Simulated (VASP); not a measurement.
Here is a VASP 6.6.1 calculation.

File INCAR:

```
PREC = Accurate
ENCUT = 520
EDIFF = 1E-6
ISMEAR = -1
SIGMA = 0.1
LREAL = F
LASPH = T
NELM = 60
ALGO = Normal
ISIF = 2
LWAVE = F
LCHARG = T
GGA = PE
LELF = T
LVHAR = T
NBANDS = 22
```

File KPOINTS:

```
Automatic mesh
0
Gamma
  12 12 6
```

Contents of POSCAR:

```
Bi
1.0
    3.4940462500      0.0000000000      0.0000000000
   -1.7470231250      3.0259328145      0.0000000000
    0.0000000000      0.0000000000      5.7440274839
Bi
2
Direct
    0.3333333333      0.6666666667      0.2500000000
    0.6666666667      0.3333333333      0.7500000000
```

Potentials or basis: VASP PAW PBE potentials, release 64 (Bi_d).

Launch:

```console
$ cat potpaw_PBE.64/Bi_d/POTCAR > POTCAR
$ mpirun -np 1 vasp_std > vasp.out
```

Estimate the pressure.

2.2 GPa.

What does it give for the band gap on the k mesh?

Zero (band 15 reaches 12.58 eV, above the bottom of band 16 at 5.41 eV).

Stress tensor (GPa, compression positive):
```
1.98 0.00 0.00
0.00 1.98 0.00
0.00 0.00 2.65
```

Caveat: spin-orbit coupling is left out, which moves the levels of the heavy elements.
